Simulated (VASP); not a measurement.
# Ge: single point with PBEsol

Ge:

```
Ge
1.0
    -2.49590    2.65086    1.43695
     2.49590   -2.65086    1.43695
     2.49590    2.65086   -1.43695
Ge
2
Direct
  0.18594 0.93594 0.25000
  0.81406 0.06406 0.75000
```

```yaml
Program: VASP 6.6.1
Task: single point
Functional: PBEsol
Potentials_or_basis: VASP PAW PBE potentials, release 64 (Ge_d)
Cutoff: 520 eV
k_mesh: 13 × 13 × 13
Occupations: methfessel-paxton, width 0.025 eV
Spin: no spin polarisation
```

```
Pressure               : -2.7 GPa
Largest force          : 0.060 eV/Å
Band gap on the k mesh : zero (bands 14 and 15 overlap by 5.47 eV)
```

Forces on the atoms (eV/Å):
```
Ge   0.000  0.000 -0.060
Ge   0.000  0.000  0.060
```

Stress tensor (GPa, compression positive):
```
-2.08  0.00  0.00
 0.00 -3.81  0.00
 0.00  0.00 -2.12
```

Levels at points of the mesh, in eV from the Fermi level:
```
           k point  band 10  band 11  band 12  band 13  band 14  band 15  band 16  band 17  band 18  band 19
(0.00, 0.00, 0.00)   -24.32   -13.07    -3.79    -2.31    -1.87     3.46     6.98     7.21     7.92     8.25
```

Wall time 2.5 min on 1 thread of Intel(R) Xeon(R) Platinum 8488C (Sapphire Rapids), with other jobs on the host, peak memory 0.33 GiB.

Caveat: the PAW data sets were made with another functional, which shifts forces and pressure a little.
